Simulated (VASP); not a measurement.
A run of VASP 6.6.1:

INCAR

```
PREC = Accurate
ENCUT = 1330
EDIFF = 1E-6
ISMEAR = -1
SIGMA = 0.05
LREAL = F
LASPH = T
NELM = 120
ALGO = Normal
ISIF = 2
LWAVE = F
LCHARG = T
GGA = B5
ALDAX = 1.0
AGGAX = 1.0
AGGAC = 1.0
ALDAC = 0.0
IVDW = 13
VDW_S6 = 1.0
VDW_S8 = 2.34076671
VDW_A1 = 0.44488865
VDW_A2 = 4.0933009
LELF = T
LVHAR = T
NBANDS = 16
GGA_COMPAT = F
```

Contents of KPOINTS:

```
Automatic mesh
0
Gamma
  10 10 10
```

POSCAR

```
GaN
1.0
    0.0000000000      2.2497573733      2.2497573733
    2.2497573733      0.0000000000      2.2497573733
    2.2497573733      2.2497573733      0.0000000000
Ga N
1 1
Direct
    0.0000000000      0.0000000000      0.0000000000
    0.2500000000      0.2500000000      0.2500000000
```

Potentials or basis: VASP PAW PBE potentials, release 64 (Ga_d, N_h).

The run is started by

```bash
$ cat potpaw_PBE.64/Ga_d/POTCAR potpaw_PBE.64/N_h/POTCAR > POTCAR
$ mpirun -np 1 vasp_std > vasp.out
```

Hardware: 1 thread of Intel(R) Xeon(R) Platinum 8259CL CPU @ 2.50GHz (Skylake/Cascade Lake) (shared host).

Task: How long does it take, and how much memory?

Result: Wall time 110 s on 1 thread of Intel(R) Xeon(R) Platinum 8259CL CPU @ 2.50GHz (Skylake/Cascade Lake), on a shared host, peak memory 0.28 GiB. Counts: scf iterations 13, k points 47.
